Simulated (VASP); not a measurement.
Input of a VASP 6.6.1 run:

File INCAR:

```
PREC = Accurate ; ENCUT = 400
EDIFF = 1E-6 ; ISMEAR = 0
SIGMA = 0.05 ; LREAL = False
LASPH = True ; NELM = 200
ALGO = Normal ; ISIF = 2
LWAVE = False ; LCHARG = True
ISPIN = 2 ; MAGMOM = 0.3 0.3 0.3 0.3 0.3 0.3 0.3 0.3 0.3 0.3 0.3 0.3 0.3 0.3 0.3 0.3
LORBIT = 11 ; GGA = PS
LVHAR = True ; NBANDS = 90
GGA_COMPAT = False ; KPAR = 2
NCORE = 2
```

KPOINTS

```
Automatic mesh
0
Gamma
  1 1 9
```

Contents of POSCAR:

```
InAs
1.0
   16.6000000000      0.0000000000      0.0000000000
    0.0000000000     16.9000000000      0.0000000000
    0.0000000000      0.0000000000      6.0877796078
In As
8 8
Direct
    0.5458417139      0.5450279557      0.0000000000
    0.5458417139      0.3649161330      0.5000000000
    0.5458417139      0.7251397784      0.5000000000
    0.3624748583      0.5450279557      0.5000000000
    0.7292085696      0.5450279557      0.5000000000
    0.3624748583      0.3649161330      0.0000000000
    0.3624748583      0.7251397784      0.0000000000
    0.7292085696      0.3649161330      0.0000000000
    0.2707914304      0.6350838670      0.7500000000
    0.6375251417      0.2748602216      0.7500000000
    0.6375251417      0.6350838670      0.7500000000
    0.2707914304      0.4549720443      0.2500000000
    0.6375251417      0.4549720443      0.2500000000
    0.4541582861      0.2748602216      0.2500000000
    0.4541582861      0.6350838670      0.2500000000
    0.4541582861      0.4549720443      0.7500000000
```

Potentials or basis: VASP PAW PBE potentials, release 64 (In_d, As).

Command:

```sh
$ cat potpaw_PBE.64/In_d/POTCAR potpaw_PBE.64/As/POTCAR > POTCAR
$ mpirun -np 4 vasp_std > vasp.out
```

Task: What does it give for the site moments?

Result: In +0.02, -0.00, +0.01, +0.00, +0.16 (each value once); As -0.09, +0.01, +0.32, +0.02, +0.03 (each value once) μB.

Task: Predict the band gap on the k mesh.

Result: 0.15 eV (least direct gap 0.16 eV).

Task: Estimate the net moment.

Result: 1.99 μB per cell.

Task: Estimate the largest force.

Result: 1.415 eV/Å.

Forces in eV/Å, atoms in the order of the input:
```
In   0.056  0.055 -0.268
In  -0.029 -0.066  0.208
In  -0.009 -0.397  0.323
In  -0.067 -0.030  0.208
In  -0.397 -0.010  0.324
In   0.724  0.725  0.976
In  -0.194 -0.599 -0.596
In  -0.598 -0.192 -0.597
As  -0.046  0.032  0.351
As   0.032 -0.046  0.351
As   0.473  0.472  0.188
As  -0.257  0.110 -0.440
As   0.226  0.181 -0.118
As   0.110 -0.257 -0.440
As   0.181  0.226 -0.118
As  -0.204 -0.203 -0.351
```

Caveat: semilocal functionals underestimate gaps, and a narrow one can read as zero; the PAW data sets were made with another functional, which shifts forces and pressure a little; spin-orbit coupling is left out, which moves the levels of the heavy elements.
